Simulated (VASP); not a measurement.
# Si3Te (P6/mmm) in VASP: a series of runs, part 2 of 2

VASP 6.6.1. The steps go on from the part before.

### Step 5. Relaxation of cell and atoms, PBE

This run uses another cell than the first one, of 20.03 Å³/atom.

Contents of INCAR:

```
ALGO     = Normal         # electronic algorithm
EDIFF    = 1E-7           # SCF threshold, eV
EDIFFG   = -0.04          # ionic threshold
ENCUT    = 600            # plane-wave cutoff, eV
GGA      = PE             # functional
IBRION   = 2              # ionic algorithm
ISIF     = 3              # what is computed and relaxed
ISMEAR   = 0              # smearing method
LASPH    = T              # aspherical terms in the spheres
LCHARG   = F              # write CHGCAR
LREAL    = F              # projectors in reciprocal space
LWAVE    = F              # write WAVECAR
NELM     = 80             # most SCF steps
NSW      = 90             # ionic steps
PREC     = Accurate       # precision mode
SIGMA    = 0.1            # smearing width, eV
```

Contents of KPOINTS:

```
k-points
0
Gamma
  3 3 6
```

Contents of POSCAR:

```
Si3Te
1.0
    5.7745093533      0.0000000000      0.0000000000
   -2.8872546766      5.0008717943      0.0000000000
    0.0000000000      0.0000000000      2.7746786782
Si Te
3 1
Direct
    0.5000000000      0.0000000000      0.0000000000
    0.0000000000      0.5000000000      0.0000000000
    0.5000000000      0.5000000000      0.0000000000
    0.0000000000      0.0000000000      0.0000000000
```

Potentials or basis: VASP PAW PBE potentials, release 64 (Si, Te).

On the command line:

```sh
> cat potpaw_PBE.64/Si/POTCAR potpaw_PBE.64/Te/POTCAR > POTCAR
> mpirun -np 1 vasp_std > vasp.out
```

OUTCAR:

```text
EDIFF = 1E-7
   EDIFFG = -0.04
   ENCUT = 600
   GGA = PE
   IBRION = 2
   ISIF = 3
   ISMEAR = 0
   LASPH = T
   LREAL = F
   NELM = 80
   NSW = 90
   PREC = Accurate

 ion  position               nearest neighbor table
   1  0.500  0.000  0.000-   3 2.89   3 2.89   2 2.89   2 2.89   4 2.89   4 2.89
   2  0.000  0.500  0.000-   4 2.89   4 2.89   1 2.89   1 2.89   3 2.89   3 2.89
   3  0.500  0.500  0.000-   1 2.89   1 2.89   4 2.89   4 2.89   2 2.89   2 2.89
   4  0.000  0.000  0.000-   2 2.89   2 2.89   3 2.89   3 2.89   1 2.89   1 2.89

  LATTYP: Found a hexagonal cell.
 ALAT       =     5.7745093533
 C/A-ratio  =     0.4805046643

  Lattice vectors:

 A1 = (   5.7745093533,   0.0000000000,   0.0000000000)
 A2 = (  -2.8872546766,   5.0008717943,   0.0000000000)
 A3 = (   0.0000000000,   0.0000000000,   2.7746786782)

Analysis of symmetry for initial positions (statically):
=====================================================================
 Subroutine PRICEL returns:
 Original cell was already a primitive cell.

 Routine SETGRP: Setting up the symmetry group for a
 hexagonal supercell.

 Subroutine GETGRP returns: Found 24 space group operations
 (whereof 24 operations were pure point group operations)
 out of a pool of 24 trial point group operations.

The static configuration has the point symmetry D_6h.

Analysis of symmetry for dynamics (positions and initial velocities):
=====================================================================
 Subroutine PRICEL returns:
 Original cell was already a primitive cell.

 Routine SETGRP: Setting up the symmetry group for a
 hexagonal supercell.

 Subroutine GETGRP returns: Found 24 space group operations
 (whereof 24 operations were pure point group operations)
 out of a pool of 24 trial point group operations.

The dynamic configuration has the point symmetry D_6h.

 Subroutine INISYM returns: Found 24 space group operations
 (whereof 24 operations are pure point group operations),
 and found     1 'primitive' translations

----------------------------------------------------------------------------------------

                                     Primitive cell

  volume of cell :      80.1260

  direct lattice vectors                    reciprocal lattice vectors
     5.774509353  0.000000000  0.000000000     0.173174886  0.099982567  0.000000000
    -2.887254677  5.000871794  0.000000000     0.000000000  0.199965134  0.000000000
     0.000000000  0.000000000  2.774678678     0.000000000  0.000000000  0.360402092

  length of vectors
     5.774509353  5.774509353  2.774678678     0.199965134  0.199965134  0.360402092

  position of ions in fractional coordinates (direct lattice)
     0.500000000  0.000000000  0.000000000
     1.000000000  0.500000000  0.000000000
     0.500000000  0.500000000  0.000000000
     0.000000000  0.000000000  0.000000000

  ion indices of the primitive-cell ions
   primitive index   ion index
                 1           1
                 2           2
                 3           3
                 4           4

----------------------------------------------------------------------------------------

 KPOINTS: k-points

Automatic generation of k-mesh.
 Grid dimensions read from file:
 generate k-points for:    3    3    6

 Generating k-lattice:

  Cartesian coordinates                     Fractional coordinates (reciprocal lattice)
     0.057724962  0.033327522  0.000000000     0.333333333 -0.000000000  0.000000000
     0.000000000  0.066655045  0.000000000     0.000000000  0.333333333  0.000000000
     0.000000000  0.000000000  0.060067015     0.000000000  0.000000000  0.166666667

  Length of vectors
     0.066655045  0.066655045  0.060067015

  Shift w.r.t. Gamma in fractional coordinates (k-lattice)
     0.000000000  0.000000000  0.000000000

 Subroutine IBZKPT returns following result:
 ===========================================

 Found     12 irreducible k-points:

 Following reciprocal coordinates:
            Coordinates               Weight
  0.000000  0.000000  0.000000      1.000000
  0.333333 -0.000000  0.000000      6.000000
  0.333333  0.333333  0.000000      2.000000
  0.000000  0.000000  0.166667      2.000000
  0.333333 -0.000000  0.166667     12.000000
  0.333333  0.333333  0.166667      4.000000
  0.000000  0.000000  0.333333      2.000000
  0.333333 -0.000000  0.333333     12.000000
  0.333333  0.333333  0.333333      4.000000
  0.000000  0.000000  0.500000      1.000000
  0.333333 -0.000000  0.500000      6.000000
  0.333333  0.333333  0.500000      2.000000
   k-points           NKPTS =     12   k-points in BZ     NKDIM =     12   number of bands    NBANDS=     13
   number of dos      NEDOS =    301   number of ions     NIONS =      4
   total plane-waves  NPLWV =  55296
   dimension x,y,z NGX =    48 NGY =   48 NGZ =   24
   dimension x,y,z NGXF=    96 NGYF=   96 NGZF=   48
   ions per type =               3   1
   NGX,Y,Z   is equivalent  to a cutoff of  13.82, 13.82, 14.38 a.u.
   NGXF,Y,Z  is equivalent  to a cutoff of  27.64, 27.64, 28.76 a.u.
 SYSTEM =  unknown system
   PREC   = accura    normal or accurate (medium, high low for compatibility)
   ISTART =      0    job   : 0-new  1-cont  2-samecut
   ICHARG =      2    charge: 1-file 2-atom 10-const
   ISPIN  =      1    spin polarized calculation?
   LNONCOLLINEAR =      F non collinear calculations
   LSORBIT =      F    spin-orbit coupling
   LASPH  =      T    aspherical Exc in radial PAW
   ENCUT  =  600.0 eV  44.10 Ry    6.64 a.u.  11.53 11.53  5.54*2*pi/ulx,y,z
   NELM   =     80;   NELMIN=  2; NELMDL= -5     # of ELM steps
   EDIFF  = 0.1E-06   stopping-criterion for ELM
   LREAL  =      F    real-space projection
   EDIFFG = -.4E-01   stopping-criterion for IOM
   NSW    =     90    number of steps for IOM
   IBRION =      2    ionic relax: 0-MD 1-quasi-New 2-CG
   NFREE  =      1    steps in history (QN), initial steepest desc. (CG)
   ISIF   =      3    stress and relaxation
   ISYM   =      2    0-nonsym 1-usesym 2-fastsym
   POTIM  = 0.5000    time-step for ionic-motion
   TEBEG  =    0.0;   TEEND  =   0.0 temperature during run
   PSTRESS=    0.0 pullay stress
   NELECT =      18.0000    total number of electrons
   NUPDOWN=      -1.0000    fix difference up-down
   EMIN   =  10.00;   EMAX   =-10.00  energy-range for DOS
   EFERMI =   0.00;   METHOD = LEGACY
   ISMEAR =     0;   SIGMA  =   0.10  broadening in eV -4-tet -1-fermi 0-gaus
   EFERMI_NEDOS =   21; number of points for ismear=-14 and -15
   IALGO  =     38    algorithm
   IMIX   =      4    mixing-type and parameters
     AMIX     =   0.40;   BMIX     =  1.00
     AMIX_MAG =   1.60;   BMIX_MAG =  1.00
  volume/ion in A,a.u.               =      20.03       135.18
  Fermi-wavevector in a.u.,A,eV,Ry     =   0.995194  1.880644 13.475366  0.990411
  Thomas-Fermi vector in A             =   2.127197
   LORBIT       =      0    0 simple, 1 ext, 2 COOP (PROOUT), +10 PAW based schemes
   GGA     = PE    functional components
   LHFCALC =     F    Hartree Fock is set to
   AEXX    =    0.0000 exact exchange contribution
   IVDW    =     0    specifies the selected vdW correction
   LEPSILON=     F    determine dielectric tensor
   LRPA    =     F    only Hartree local field effects (RPA)
 conjugate gradient relaxation of ions
 non-spin polarized calculation
 Gauss-broadening in eV      SIGMA  =   0.10
  energy-cutoff  :      600.00
  volume of cell :       80.13
 maximum number of plane-waves:      2717
 NGX is ok and might be reduce to    48
   NGX = 23   NGY = 23   NGZ = 11

--------------------------------------- Ionic step        1  -------------------------------------------

 number of electron      18.0000001 magnetization

 Free energy of the ion-electron system (eV)
  ---------------------------------------------------
  ext. energy  EPLUGINS =         0.00000000
  ---------------------------------------------------
  free energy    TOTEN  =       -16.47926333 eV

  energy without entropy =      -16.46282038  energy(sigma->0) =      -16.47104186

------------------------ aborting loop because EDIFF is reached ----------------------------------------

  FORCE on cell =-STRESS in cart. coord.  units (eV):
  Direction    XX          YY          ZZ          XY          YZ          ZX
  --------------------------------------------------------------------------------------
  -------------------------------------------------------------------------------------
  Total        2.2216525      2.2216525     -5.1191585      0.0000000     -0.0000000     -0.0000000
  in kB       44.4235444     44.4235444   -102.3612662      0.0000000     -0.0000000     -0.0000000
  external PRESSURE =      -4.5047258 kB  Pullay stress =       0.0000000 kB
[... 175 lines left out ...]
  energy  without entropy=      -16.7069229696  energy(sigma->0) =      -16.71263639

--------------------------------------- Ionic step        6  -------------------------------------------

 number of electron      18.0000000 magnetization

 Free energy of the ion-electron system (eV)
  ---------------------------------------------------
  ext. energy  EPLUGINS =         0.00000000
  ---------------------------------------------------
  free energy    TOTEN  =       -16.71961039 eV

  energy without entropy =      -16.70818355  energy(sigma->0) =      -16.71389697

 E-fermi :   7.9070     XC(G=0): -10.2881

 val. band max:        7.8765614673   @ k =   0.3333  -0.0000   0.1667
 cond. band min:       8.5299200605   @ k =   0.3333  -0.0000   0.3333
 fundamental gap:      0.6533585933
 Fermi energy:         7.9070184880

 k-point     1 :       0.0000    0.0000    0.0000
  band No.  band energies     occupation
      1      -6.9003      2.00000
      2      -1.8762      2.00000
      3       0.4590      2.00000
      4       0.4590      2.00000
      5       1.1093      2.00000
      6       1.1093      2.00000
      7       2.9120      2.00000
      8      10.1223      0.00000
      9      10.1223      0.00000
     10      10.6802      0.00000
     11      13.4546      0.00000
     12      13.4546      0.00000
     13      13.4630      0.00000
[... 205 lines left out ...]
  FREE ENERGIE OF THE ION-ELECTRON SYSTEM (eV)
  ---------------------------------------------------
  free  energy   TOTEN  =       -16.7196103917 eV

  energy  without entropy=      -16.7081835520  energy(sigma->0) =      -16.71389697

 reached required accuracy - stopping structural energy minimisation
```

It took 39 s on 1 thread of AMD EPYC 9R45 (Zen 5), shared host; peak memory 0.2 GiB.

Results:

* Free energy: -16.7196 eV
* Relaxed volume: 20.09 Å³/atom
* Relaxed cell: a = 5.923 Å, b = 5.923 Å, c = 2.645 Å, α = 90.00°, β = 90.00°, γ = 120.00°
* Space group after relaxing (to 0.1 Å): P6/mmm (No. 191)
* Energy gained by relaxing: 60.1 meV/atom
* Ionic steps: 6
* Pressure after relaxing: -0.2 GPa
* Band gap on the k mesh: zero (bands 9 and 10 overlap by 4.82 eV)

Stress tensor (GPa, compression positive):
```
-0.15  0.00  0.00
 0.00 -0.15  0.00
 0.00  0.00 -0.25
```

The path:
```csv
step,energy change (eV),largest force (eV/Å),pressure (GPa),volume (Å³)
1,0.0000,0.0000,-0.45,80.13
2,-0.2181,0.0000,1.47,79.26
3,-0.2389,0.0000,0.71,79.45
4,-0.2390,0.0000,0.59,79.48
5,-0.2391,0.0000,0.64,79.47
6,-0.2403,0.0000,-0.18,80.35
```

Final structure:
```xyz
4
Lattice="5.9229 0.0000 0.0000 -2.9615 5.1294 0.0000 0.0000 0.0000 2.6446" Properties=species:S:1:pos:R:3 pbc="T T T"
Si    0.0000    5.1294    2.6446
Si   -1.4807    2.5647    2.6446
Si    1.4807    2.5647    0.0000
Te    5.9229    0.0000    2.6446
```

Caveat: the k points lie up to 0.41 Å⁻¹ apart in the final cell, too coarse for converged energies and pressures of a metal; spin-orbit coupling is left out, which moves the levels of the heavy elements.

### Step 6. Overview

```tsv
task	cell	k mesh	cutoff (eV)	gap on the mesh (eV)	pressure (GPa)
single point	a = 5.923, b = 5.923, c = 2.644 Å, angles 90.0, 90.0, 120.0°, 4 atoms	3 × 3 × 6	520	none	-0.2
single point	a = 5.775, b = 5.775, c = 2.775 Å, angles 90.0, 90.0, 120.0°, 4 atoms	6 × 6 × 4	520	none	0.0
single point	a = 3.815, b = 3.815, c = 6.886 Å, angles 90.0, 90.0, 120.0°, 4 atoms	6 × 6 × 4	520	none	193.0
relaxation of cell and atoms	relaxed from a = 5.775, b = 5.775, c = 2.775 Å, angles 90.0, 90.0, 120.0°, 4 atoms	3 × 3 × 6	600	none	-0.2
```

Alike in all rows: level PBE; potentials or basis VASP PAW PBE potentials, release 64 (Si, Te); no spin polarisation; smearing gaussian 0.1 eV.

Caveats: some runs use coarse meshes; spin-orbit coupling is left out, which moves the levels of the heavy elements; the cell stands under pressure (at least some runs).

Total energies depend on the potentials used, so only differences within one code and one set of settings carry meaning.
